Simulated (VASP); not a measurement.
# AlN: relaxation of cell and atoms with r2SCAN

AlN:

```
Al N
1.0
     0.00000    2.18399    2.18399
     2.18399    0.00000    2.18399
     2.18399    2.18399    0.00000
Al N
1 1
Direct
  0.00000 0.00000 0.00000
  0.25000 0.25000 0.25000
```

```json
{
  "Program": "VASP 6.6.1",
  "Task": "relaxation of cell and atoms",
  "Functional": "r2SCAN",
  "Potentials or basis": "VASP PAW PBE potentials, release 64 (Al, N)",
  "Cutoff": "600 eV",
  "k mesh": "10 × 10 × 10",
  "Occupations": "fermi-dirac, width 0.05 eV",
  "Spin": "no spin polarisation",
  "Dipole correction": "no",
  "Further INCAR settings": "ALGO = Normal; EDIFF = 1e-06; IBRION = 2; EDIFFG = -0.01; NSW = 60; ISIF = 3"
}
```

- Pressure after relaxing: -0.1 GPa
- Band gap on the k mesh: 3.93 eV, indirect (least direct gap 4.89 eV)

Final structure:
```
CELL_PARAMETERS angstrom
0.00000 2.18399 2.18399
2.18399 0.00000 2.18399
2.18399 2.18399 0.00000
ATOMIC_POSITIONS crystal
Al 0.00000 0.00000 0.00000
N 0.25000 0.25000 0.25000
```

Levels at points of the mesh, in eV from the valence-band top:
```
           k point  band 1  band 2  band 3  band 4  band 5  band 6  band 7  band 8
(0.00, 0.00, 0.00)  -15.74    0.00    0.00    0.00    4.89   13.52   13.52   13.52
(0.50, 0.00, 0.00)  -13.73   -5.90   -0.49   -0.49    8.21   10.82   11.94   11.94
(0.50, 0.50, 0.00)  -13.10   -4.95   -1.81   -1.81    3.93    9.48   15.20   16.95
```

It took 32 s on 1 thread of AMD EPYC 9R45 96-Core Processor (Zen 5), with other jobs on the host, peak memory 0.13 GiB.

Caveat: the relaxation stopped at its first step, so nothing moved; the PAW data sets were made with another functional, which shifts forces and pressure a little. A k mesh can miss the band edges.
